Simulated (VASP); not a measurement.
Write the native input for VASP 6.6.1 that does the following.

```yaml
Task: single point
Functional: PBE
Potentials_or_basis: VASP PAW PBE potentials, release 64 (Zn, Au)
Cutoff: 520 eV
k_mesh: 16 × 16 × 16
Occupations: gaussian, width 0.15 eV
Spin: no spin polarisation
Dipole_correction: no
Further_INCAR_settings: ALGO = Fast; EDIFF = 1e-07; NBANDS = 18
```

The structure of ZnAu lies in POSCAR:

```
ZnAu
1.0
    2.9614403829      0.0000000000      0.0000000000
    0.0000000000      2.9614403829      0.0000000000
    0.0000000000      0.0000000000      3.5537284595
Zn Au
1 1
Direct
    0.5000000000      0.5000000000      0.5000000000
    0.0000000000      0.0000000000      0.0000000000
```

This cell differs from its parent crystal: ratio of the length along z to the lengths across it x 1.2, volume and fractional coordinates fixed.

One way to write it, as run:

INCAR

```
SYSTEM = ZnAu
PREC     = Accurate       ! precision mode
ENCUT    = 520            ! plane-wave cutoff, eV
EDIFF    = 1E-7           ! SCF threshold, eV
ISMEAR   = 0              ! smearing method
SIGMA    = 0.15           ! smearing width, eV
LREAL    = .FALSE.        ! projectors in reciprocal space
LASPH    = .TRUE.         ! aspherical terms in the spheres
NELM     = 60             ! most SCF steps
ALGO     = Fast           ! electronic algorithm
ISIF     = 2              ! what is computed and relaxed
LWAVE    = .FALSE.        ! write WAVECAR
LCHARG   = .TRUE.         ! write CHGCAR
GGA      = PE             ! functional
LELF     = .TRUE.         ! ELF
LVHAR    = .TRUE.       
NBANDS   = 18             ! bands
```

KPOINTS

```
Automatic mesh
0
G
  16 16 16
  0 0 0
```

Potentials or basis: VASP PAW PBE potentials, release 64 (Zn, Au).

Run with:

```bash
$ cat potpaw_PBE.64/Zn/POTCAR potpaw_PBE.64/Au/POTCAR > POTCAR
$ mpirun -np 1 vasp_std > vasp.out
```

It gave:

```
Pressure : 5.3 GPa
```

It took 5.6 min on 1 thread of Oxide Virtual Turin-like Processor (shared host), peak memory 0.31 GiB.
